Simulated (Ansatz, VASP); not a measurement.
## Two plane-wave programs on Ga3Se

```
Ga Se
1.0
     1.87882    1.08474    6.84212
    -1.87882    1.08474    6.84212
     0.00000   -2.16947    6.84212
Ga Se
3 1
Direct
  0.75091 0.75091 0.75091
  0.24909 0.24909 0.24909
  0.00000 0.00000 0.00000
  0.50000 0.50000 0.50000
```

Alike in both runs: functional PBE; k mesh 6 × 6 × 6; occupations gaussian, width 0.1 eV; no spin polarisation.

Ansatz relaxed the structure, and its values are those at the end. VASP's run is a single point on that final structure, the one shown.

|  | VASP | Ansatz |
| --- | --- | --- |
| version | VASP 6.6.1 | Ansatz 0.2.0 |
| potentials or method | VASP PAW PBE potentials, release 64 (Ga_d, Se), cutoff 520 eV | scalar-relativistic, plane waves, PAW |
| valence electrons in the cell | 45 | 55 |

|  | VASP | Ansatz | Ansatz less VASP |
| --- | --- | --- | --- |
| gap on the k mesh at the Fermi level (eV) | none | none | - |
| pressure (GPa) | 0.3 | 0.2 | -0.13 |

A gap of «none» marks a metal or a gap that the smearing closes. VASP's potentials hold 45 valence electrons a cell and Ansatz's 55, so a difference there can come from the potentials and not from the codes.
